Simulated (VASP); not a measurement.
Input of a VASP 6.6.1 run:

The input INCAR:

```
SYSTEM = MnS
ALGO = Normal
EDIFF = 1E-7
ENCUT = 520
GGA = PS
ISIF = 2
ISMEAR = -1
ISPIN = 2
LASPH = .TRUE.
LCHARG = .FALSE.
LMAXMIX = 4
LORBIT = 11
LREAL = .FALSE.
LWAVE = .FALSE.
MAGMOM = 2 2 0 0
NBANDS = 31
NELM = 150
NUPDOWN = 4.0
PREC = Accurate
SIGMA = 0.05
```

Contents of KPOINTS:

```
k-points
0
G
  7 7 4
  0 0 0
```

Contents of POSCAR:

```
MnS
1.0
    3.9535769233      0.0000000000      0.0000000000
   -1.9767884617      3.4238980514      0.0000000000
    0.0000000000      0.0000000000      6.3425288600
Mn S
2 2
Direct
    0.6666666667      0.3333333333      0.4988446700
    0.3333333333      0.6666666667      0.9988446700
    0.3333333333      0.6666666667      0.6261543000
    0.6666666667      0.3333333333      0.1261543000
```

Potentials or basis: VASP PAW PBE potentials, release 64 (Mn_pv, S).

Launch:

```bash
$ cat potpaw_PBE.64/Mn_pv/POTCAR potpaw_PBE.64/S/POTCAR > POTCAR
$ mpirun -np 1 vasp_std > vasp.out
```

Question: Estimate the pressure.

Answer: -18.9 GPa.

Question: Estimate the largest force.

Answer: 0.029 eV/Å.

Stress tensor (GPa, compression positive):
```
-19.29   0.00   0.00
  0.00 -19.29   0.00
  0.00   0.00 -18.13
```

Caveat: the cell stands under tension; the PAW data sets were made with another functional, which shifts forces and pressure a little; the total moment is fixed, so each spin has its own Fermi level and the state may be an excited one; the run started ferromagnetic, and an antiferromagnetic order may lie lower in energy.
